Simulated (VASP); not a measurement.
# GaN (F-43m) in VASP: further runs

GaN is run at these levels: PBE, LDA; tasks: single point.

All numbers are computed with VASP 6.6.1; they aren't measurements. Logs are shortened: lines on timing, memory, paths and dates and some standing lists are left out, and cuts for length are marked.

**1. The cell of the first run**

The structure is cubic, space group F-43m (No. 216). Conventional cell: a = 4.507 Å, b = 4.507 Å, c = 4.507 Å, α = 90.00°, β = 90.00°, γ = 90.00°. Within 2.6 Å of Ga (site symmetry -43m) lie 4 N at 1.95 Å. N (site symmetry -43m) has 4 Ga at 1.95 Å within 2.6 Å.

**2. Single point, PBE**

INCAR reads:

```
SYSTEM = GaN
  PREC = Accurate
  ENCUT = 520
  EDIFF = 1E-6
  ISMEAR = -1
  SIGMA = 0.05
  LREAL = .False.
  LASPH = .True.
  NELM = 100
  ALGO = Normal
  ISIF = 2
  LWAVE = .False.
  LCHARG = .False.
  GGA = PE
  NBANDS = 16
```

KPOINTS reads:

```
regular mesh
0
Gamma
  18 18 18
  0 0 0
```

POSCAR reads:

```
GaN
1.0
    0.0000000000      2.2535006075      2.2535006075
    2.2535006075      0.0000000000      2.2535006075
    2.2535006075      2.2535006075      0.0000000000
Ga N
1 1
Direct
    0.0000000000      0.0000000000      0.0000000000
    0.2500000000      0.2500000000      0.2500000000
```

Potentials or basis: VASP PAW PBE potentials, release 64 (Ga_d, N).

Run with:

```bash
> cat potpaw_PBE.64/Ga_d/POTCAR potpaw_PBE.64/N/POTCAR > POTCAR
> mpirun -np 1 vasp_std > vasp.out
```

OUTCAR:

```text
SYSTEM = GaN
   PREC = Accurate
   ENCUT = 520
   EDIFF = 1E-6
   ISMEAR = -1
   LREAL = .False.
   LASPH = .True.
   NELM = 100
   ISIF = 2
   GGA = PE

 ion  position               nearest neighbor table
   1  0.000  0.000  0.000-   2 1.95   2 1.95   2 1.95   2 1.95
   2  0.250  0.250  0.250-   1 1.95   1 1.95   1 1.95   1 1.95

  LATTYP: Found a face centered cubic cell.
 ALAT       =     4.5070012150

  Lattice vectors:

 A1 = (   0.0000000000,   2.2535006075,   2.2535006075)
 A2 = (   2.2535006075,   0.0000000000,   2.2535006075)
 A3 = (   2.2535006075,   2.2535006075,   0.0000000000)

Analysis of symmetry for initial positions (statically):
=====================================================================
 Subroutine PRICEL returns:
 Original cell was already a primitive cell.

 Routine SETGRP: Setting up the symmetry group for a
 face centered cubic supercell.

 Subroutine GETGRP returns: Found 24 space group operations
 (whereof 24 operations were pure point group operations)
 out of a pool of 48 trial point group operations.

The static configuration has the point symmetry T_d .

Analysis of symmetry for dynamics (positions and initial velocities):
=====================================================================
 Subroutine PRICEL returns:
 Original cell was already a primitive cell.

 Routine SETGRP: Setting up the symmetry group for a
 face centered cubic supercell.

 Subroutine GETGRP returns: Found 24 space group operations
 (whereof 24 operations were pure point group operations)
 out of a pool of 48 trial point group operations.

The dynamic configuration has the point symmetry T_d .

 Subroutine INISYM returns: Found 24 space group operations
 (whereof 24 operations are pure point group operations),
 and found     1 'primitive' translations

----------------------------------------------------------------------------------------

                                     Primitive cell

  volume of cell :      22.8877

  direct lattice vectors                    reciprocal lattice vectors
     0.000000000  2.253500607  2.253500607    -0.221877020  0.221877020  0.221877020
     2.253500607  0.000000000  2.253500607     0.221877020 -0.221877020  0.221877020
     2.253500607  2.253500607  0.000000000     0.221877020  0.221877020 -0.221877020

  length of vectors
     3.186931122  3.186931122  3.186931122     0.384302272  0.384302272  0.384302272

  position of ions in fractional coordinates (direct lattice)
     0.000000000  0.000000000  0.000000000
     0.250000000  0.250000000  0.250000000

  ion indices of the primitive-cell ions
   primitive index   ion index
                 1           1
                 2           2

----------------------------------------------------------------------------------------

 KPOINTS: regular mesh

Automatic generation of k-mesh.
 Grid dimensions read from file:
 generate k-points for:   18   18   18

 Generating k-lattice:

  Cartesian coordinates                     Fractional coordinates (reciprocal lattice)
    -0.012326501  0.012326501  0.012326501     0.055555556  0.000000000  0.000000000
     0.012326501 -0.012326501  0.012326501     0.000000000  0.055555556  0.000000000
     0.012326501  0.012326501 -0.012326501     0.000000000  0.000000000  0.055555556

  Length of vectors
     0.021350126  0.021350126  0.021350126

  Shift w.r.t. Gamma in fractional coordinates (k-lattice)
     0.000000000  0.000000000  0.000000000

 Subroutine IBZKPT returns following result:
 ===========================================

 Found    195 irreducible k-points:

 Following reciprocal coordinates:
            Coordinates               Weight
  0.000000  0.000000  0.000000      1.000000
  0.055556  0.000000  0.000000      8.000000
  0.111111  0.000000  0.000000      8.000000
  0.166667  0.000000  0.000000      8.000000
  0.222222  0.000000  0.000000      8.000000
  0.277778  0.000000  0.000000      8.000000
[... 16 lines left out ...]
 -0.277778  0.055556  0.000000     24.000000
 -0.222222  0.055556  0.000000     24.000000
 [... further k-points ...]
   k-points           NKPTS =    195   k-points in BZ     NKDIM =    195   number of bands    NBANDS=     16
   number of dos      NEDOS =    301   number of ions     NIONS =      2
   total plane-waves  NPLWV =  13824
   dimension x,y,z NGX =    24 NGY =   24 NGZ =   24
   dimension x,y,z NGXF=    48 NGYF=   48 NGZF=   48
   ions per type =               1   1
   NGX,Y,Z   is equivalent  to a cutoff of  12.52, 12.52, 12.52 a.u.
   NGXF,Y,Z  is equivalent  to a cutoff of  25.04, 25.04, 25.04 a.u.
 SYSTEM =  GaN
   PREC   = accura    normal or accurate (medium, high low for compatibility)
   ISTART =      0    job   : 0-new  1-cont  2-samecut
   ICHARG =      2    charge: 1-file 2-atom 10-const
   ISPIN  =      1    spin polarized calculation?
   LNONCOLLINEAR =      F non collinear calculations
   LSORBIT =      F    spin-orbit coupling
   LASPH  =      T    aspherical Exc in radial PAW
   ENCUT  =  520.0 eV  38.22 Ry    6.18 a.u.   5.93  5.93  5.93*2*pi/ulx,y,z
   NELM   =    100;   NELMIN=  2; NELMDL= -5     # of ELM steps
   EDIFF  = 0.1E-05   stopping-criterion for ELM
   LREAL  =      F    real-space projection
   EDIFFG = 0.1E-04   stopping-criterion for IOM
   NSW    =      0    number of steps for IOM
   IBRION =     -1    ionic relax: 0-MD 1-quasi-New 2-CG
   NFREE  =      0    steps in history (QN), initial steepest desc. (CG)
   ISIF   =      2    stress and relaxation
   ISYM   =      2    0-nonsym 1-usesym 2-fastsym
   POTIM  = 0.5000    time-step for ionic-motion
   TEBEG  =    0.0;   TEEND  =   0.0 temperature during run
   PSTRESS=    0.0 pullay stress
   NELECT =      18.0000    total number of electrons
   NUPDOWN=      -1.0000    fix difference up-down
   EMIN   =  10.00;   EMAX   =-10.00  energy-range for DOS
   EFERMI =   0.00;   METHOD = LEGACY
   ISMEAR =    -1;   SIGMA  =   0.05  broadening in eV -4-tet -1-fermi 0-gaus
   EFERMI_NEDOS =   21; number of points for ismear=-14 and -15
   IALGO  =     38    algorithm
   IMIX   =      4    mixing-type and parameters
     AMIX     =   0.40;   BMIX     =  1.00
     AMIX_MAG =   1.60;   BMIX_MAG =  1.00
  volume/ion in A,a.u.               =      11.44        77.23
  Fermi-wavevector in a.u.,A,eV,Ry     =   1.511117  2.855596 31.068543  2.283473
  Thomas-Fermi vector in A             =   2.621216
   LORBIT       =      0    0 simple, 1 ext, 2 COOP (PROOUT), +10 PAW based schemes
   GGA     = PE    functional components
   LHFCALC =     F    Hartree Fock is set to
   AEXX    =    0.0000 exact exchange contribution
   IVDW    =     0    specifies the selected vdW correction
   LEPSILON=     F    determine dielectric tensor
   LRPA    =     F    only Hartree local field effects (RPA)
 non-spin polarized calculation
  energy-cutoff  :      520.00
  volume of cell :       22.89
 maximum number of plane-waves:       636
   NGX = 11   NGY = 11   NGZ = 11

 number of electron      18.0000004 magnetization

 Free energy of the ion-electron system (eV)
  ---------------------------------------------------
  ext. energy  EPLUGINS =         0.00000000
  ---------------------------------------------------
  free energy    TOTEN  =       -12.14327463 eV

  energy without entropy =      -12.14327463  energy(sigma->0) =      -12.14327463

 E-fermi :   6.2033     XC(G=0): -11.6670

 val. band max:        5.2810389212   @ k =   0.0000   0.0000   0.0000
 cond. band min:       7.0055110582   @ k =   0.0000   0.0000   0.0000
 fundamental gap:      1.7244721370
 Fermi energy:         6.2033453889

 k-point     1 :       0.0000    0.0000    0.0000
  band No.  band energies     occupation
      1     -10.6524      2.00000
      2      -8.1604      2.00000
      3      -8.1604      2.00000
      4      -8.1604      2.00000
      5      -7.8408      2.00000
      6      -7.8408      2.00000
[... 8 lines left out ...]
     15      24.1369      0.00000
     16      24.1369      0.00000

 k-point     2 :       0.0556    0.0000    0.0000
  band No.  band energies     occupation
      1     -10.6175      2.00000
      2      -8.1561      2.00000
      3      -8.1561      2.00000
      4      -8.1493      2.00000
      5      -7.8413      2.00000
      6      -7.8413      2.00000
[... 8 lines left out ...]
     15      23.4775      0.00000
     16      23.4775      0.00000

 k-point     3 :       0.1111    0.0000    0.0000
  band No.  band energies     occupation
      1     -10.5178      2.00000
      2      -8.1439      2.00000
      3      -8.1439      2.00000
      4      -8.1113      2.00000
      5      -7.8422      2.00000
      6      -7.8422      2.00000
[... 8 lines left out ...]
     15      22.6980      0.00000
     16      22.7311      0.00000

 k-point     4 :       0.1667    0.0000    0.0000
  band No.  band energies     occupation
      1     -10.3685      2.00000
      2      -8.1265      2.00000
      3      -8.1265      2.00000
      4      -8.0331      2.00000
      5      -7.8422      2.00000
      6      -7.8422      2.00000
[... 8 lines left out ...]
     15      22.1950      0.00000
     16      22.1950      0.00000

 k-point     5 :       0.2222    0.0000    0.0000
  band No.  band energies     occupation
      1     -10.1950      2.00000
      2      -8.1080      2.00000
      3      -8.1080      2.00000
      4      -7.8943      2.00000
      5      -7.8391      2.00000
      6      -7.8391      2.00000
[... 8 lines left out ...]
     15      22.0657      0.00000
     16      22.0657      0.00000

 k-point     6 :       0.2778    0.0000    0.0000
  band No.  band energies     occupation
      1     -10.0291      2.00000
      2      -8.0922      2.00000
      3      -8.0922      2.00000
      4      -7.8316      2.00000
      5      -7.8315      2.00000
      6      -7.6746      2.00000
[... 8 lines left out ...]
     15      22.3388      0.00000
     16      22.3389      0.00000
[... 267 lines left out ...]
 k-point    21 :      -0.3889    0.0556    0.0000
  band No.  band energies     occupation
      1      -9.7776      2.00000
      2      -8.0727      2.00000
      3      -8.0698      2.00000
      4      -7.8116      2.00000
      5      -7.8033      2.00000
      6      -6.8848      2.00000
[... 8 lines left out ...]
     15      23.4801      0.00000
     16      24.5274      0.00000

 k-point    22 :      -0.3333    0.0556    0.0000
  band No.  band energies     occupation
      1      -9.8500      2.00000
      2      -8.0757      2.00000
      3      -8.0753      2.00000
      4      -7.8266      2.00000
      5      -7.8134      2.00000
      6      -7.2290      2.00000
[... 8 lines left out ...]
     15      22.5246      0.00000
     16      23.9530      0.00000

 k-point    23 :      -0.2778    0.0556    0.0000
  band No.  band energies     occupation
      1      -9.9647      2.00000
      2      -8.0857      2.00000
      3      -8.0830      2.00000
      4      -7.8399      2.00000
      5      -7.8271      2.00000
      6      -7.5522      2.00000
[... 8 lines left out ...]
     15      21.7656      0.00000
     16      23.4330      0.00000

 k-point    24 :      -0.2222    0.0556    0.0000
  band No.  band energies     occupation
      1     -10.1175      2.00000
      2      -8.1013      2.00000
      3      -8.0957      2.00000
      4      -7.8580      2.00000
      5      -7.8481      2.00000
      6      -7.7823      2.00000
[... 8 lines left out ...]
     15      21.4495      0.00000
     16      23.2239      0.00000

 [... further k-points ...]
[... 5 lines left out ...]
  --------------------------------------------------------------------------------------
  -------------------------------------------------------------------------------------
  Total        0.7282352      0.7282352      0.7282352      0.0000000     -0.0000000      0.0000000
  in kB       50.9775835     50.9775835     50.9775835      0.0000000     -0.0000000      0.0000000
  external PRESSURE =      50.9775835 kB  Pullay stress =       0.0000000 kB

 VOLUME and BASIS-vectors are now :
 -----------------------------------------------------------------------------
  energy-cutoff  :      520.00
  volume of cell :       22.89
      direct lattice vectors                 reciprocal lattice vectors
     0.000000000  2.253500607  2.253500607    -0.221877020  0.221877020  0.221877020
     2.253500607  0.000000000  2.253500607     0.221877020 -0.221877020  0.221877020
     2.253500607  2.253500607  0.000000000     0.221877020  0.221877020 -0.221877020

 POSITION                                       TOTAL-FORCE (eV/Angst)
 -----------------------------------------------------------------------------------
      0.00000      0.00000      0.00000         0.000000      0.000000      0.000000
      1.12675      1.12675      1.12675        -0.000000     -0.000000     -0.000000
 -----------------------------------------------------------------------------------
    total drift:                                0.000002      0.000002      0.000002

  FREE ENERGIE OF THE ION-ELECTRON SYSTEM (eV)
  ---------------------------------------------------
  free  energy   TOTEN  =       -12.1432746328 eV

  energy  without entropy=      -12.1432746327  energy(sigma->0) =      -12.14327463
```

Run time: 21 s. Hardware: 1 thread of Intel Xeon 6975P-C (Granite Rapids), shared host; peak memory 0.19 GiB.

What came out:

```
Free energy            : -12.1433 eV
Pressure               : 5.1 GPa
Band gap on the k mesh : 1.72 eV, direct
```

Levels at points of the mesh, in eV from the valence-band top:
```csv
k point,band 5,band 6,band 7,band 8,band 9,band 10,band 11,band 12,band 13,band 14
"(0.00, 0.00, 0.00)",-13.12,-13.12,0.00,0.00,0.00,1.72,10.30,10.30,10.30,17.61
"(0.50, 0.00, 0.00)",-13.07,-11.88,-7.04,-0.97,-0.97,4.64,8.73,10.37,10.37,15.63
"(0.50, 0.50, 0.00)",-13.04,-11.45,-6.12,-2.70,-2.70,3.35,6.66,11.71,13.96,13.96
```

A k mesh can miss the band edges. PBE gaps usually lie below the measured ones, often by a third to a half.

**3. Single point, LDA, non-collinear spin, zero start, spin-orbit coupling**

This run uses another cell than the first one, of 10.76 Å³/atom, 0.940 times its volume.

INCAR reads:

```
PREC = Accurate ; ENCUT = 520
EDIFF = 1E-7 ; ISMEAR = -1
SIGMA = 0.05 ; LREAL = False
LASPH = True ; NELM = 150
ALGO = Normal ; ISIF = 2
LWAVE = False ; LCHARG = False
LNONCOLLINEAR = True ; MAGMOM = 0 0 0 0 0 0
LORBIT = 11 ; LSORBIT = True
GGA_COMPAT = False ; LORBMOM = True
NBANDS = 30
```

KPOINTS reads:

```
regular mesh
0
Gamma
  10 10 10
```

POSCAR reads:

```
GaN
1.0
    0.0000000000      2.2074978911      2.2074978911
    2.2074978911      0.0000000000      2.2074978911
    2.2074978911      2.2074978911      0.0000000000
Ga N
1 1
Direct
    0.0000000000      0.0000000000      0.0000000000
    0.2500000000      0.2500000000      0.2500000000
```

Potentials or basis: VASP PAW LDA potentials, release 64 (Ga_d, N).

Run with:

```bash
> cat potpaw_LDA.64/Ga_d/POTCAR potpaw_LDA.64/N/POTCAR > POTCAR
> mpirun -np 1 vasp_ncl > vasp.out
```

OUTCAR:

```text
PREC = Accurate
   ENCUT = 520
   EDIFF = 1E-7
   ISMEAR = -1
   LREAL = False
   LASPH = True
   NELM = 150
   ISIF = 2
   LNONCOLLINEAR = True
   LORBIT = 11
   LSORBIT = True

 ion  position               nearest neighbor table
   1  0.000  0.000  0.000-   2 1.91   2 1.91   2 1.91   2 1.91
   2  0.250  0.250  0.250-   1 1.91   1 1.91   1 1.91   1 1.91

  LATTYP: Found a face centered cubic cell.
 ALAT       =     4.4149957822

  Lattice vectors:

 A1 = (   0.0000000000,   2.2074978911,   2.2074978911)
 A2 = (   2.2074978911,   0.0000000000,   2.2074978911)
 A3 = (   2.2074978911,   2.2074978911,   0.0000000000)

Analysis of symmetry for initial positions (statically):
=====================================================================
 Subroutine PRICEL returns:
 Original cell was already a primitive cell.

 Routine SETGRP: Setting up the symmetry group for a
 face centered cubic supercell.

 Subroutine GETGRP returns: Found 24 space group operations
 (whereof 24 operations were pure point group operations)
[... 1057 lines left out ...]
     0.0000000     0.0000000     0.0000000     0.0000000     0.0000000     0.0000000     0.0000000
     0.0000000     0.0000000     0.0000000     0.0000000     0.0000000     0.0000000     0.0000000
     0.0000000     0.0000000     0.0000000     0.0000000     0.0000000     0.0000000     0.0000000
     0.0000000     0.0000000     0.0000000     0.0000000     0.0000000     0.0000000     0.0000000
     0.0000000     0.0000000     0.0000000     0.0000000     0.0000000     0.0000000     0.0000000
     0.0000000     0.0000000     0.0000000     0.0000000     0.0000000     0.0000000     0.0000000

 Ion:    2  E_soc:     -0.0000992
 l=   1
     0.0000000    -0.0000165    -0.0000165
    -0.0000165     0.0000000    -0.0000165
    -0.0000165    -0.0000165     0.0000000
 l=   2
     0.0000000     0.0000000     0.0000000     0.0000000     0.0000000
     0.0000000     0.0000000     0.0000000     0.0000000     0.0000000
     0.0000000     0.0000000     0.0000000     0.0000000     0.0000000
     0.0000000     0.0000000     0.0000000     0.0000000     0.0000000
     0.0000000     0.0000000     0.0000000     0.0000000     0.0000000
 l=   3
     0.0000000     0.0000000     0.0000000     0.0000000     0.0000000     0.0000000     0.0000000
     0.0000000     0.0000000     0.0000000     0.0000000     0.0000000     0.0000000     0.0000000
     0.0000000     0.0000000     0.0000000     0.0000000     0.0000000     0.0000000     0.0000000
     0.0000000     0.0000000     0.0000000     0.0000000     0.0000000     0.0000000     0.0000000
     0.0000000     0.0000000     0.0000000     0.0000000     0.0000000     0.0000000     0.0000000
     0.0000000     0.0000000     0.0000000     0.0000000     0.0000000     0.0000000     0.0000000
     0.0000000     0.0000000     0.0000000     0.0000000     0.0000000     0.0000000     0.0000000

 total charge

# of ion       s       p       d       tot
------------------------------------------
    1        0.811   0.988  10.216  12.015
    2        1.209   2.535   0.000   3.744
--------------------------------------------------
tot          2.019   3.523  10.216  15.759

 magnetization (x)

# of ion       s       p       d       tot
------------------------------------------
    1        0.000   0.000   0.000   0.000
    2       -0.000   0.000   0.000  -0.000
--------------------------------------------------
tot         -0.000   0.000   0.000  -0.000

 magnetization (y)

# of ion       s       p       d       tot
------------------------------------------
    1        0.000   0.000   0.000   0.000
    2        0.000   0.000   0.000   0.000
--------------------------------------------------
tot          0.000   0.000   0.000   0.000

 magnetization (z)

# of ion       s       p       d       tot
------------------------------------------
    1       -0.000   0.000   0.000   0.000
    2       -0.000  -0.000   0.000  -0.000
--------------------------------------------------
tot         -0.000   0.000   0.000   0.000
```

stdout:

```text
POSCAR found type information on POSCAR GaN
 POSCAR found :  2 types and       2 ions
 scaLAPACK will be used
 LDA part: xc-table for (Slater(with rela. corr.)+CA(PZ))
 , standard interpolation
 POSCAR, INCAR and KPOINTS ok, starting setup
 FFT: planning ... GRIDC
 FFT: planning ... GRID_SOFT
 FFT: planning ... GRID
 WAVECAR not read
 entering main loop
```

Wall time 41 s (1 thread of Intel Xeon 6975P-C (Granite Rapids), shared host); peak memory 0.22 GiB.

Results:

```
Free energy                                           : -13.9343 eV
Pressure                                              : 7.1 GPa
Net moment                                            : 0.00 μB per cell
Valence electrons inside the program's atomic spheres : Ga 12.02; N 3.74
```

Moments on the atoms (μB; x, y, z):
```
Ga  0.00 0.00 0.00
N   0.00 0.00 0.00
```

[end of part 1 of 2]
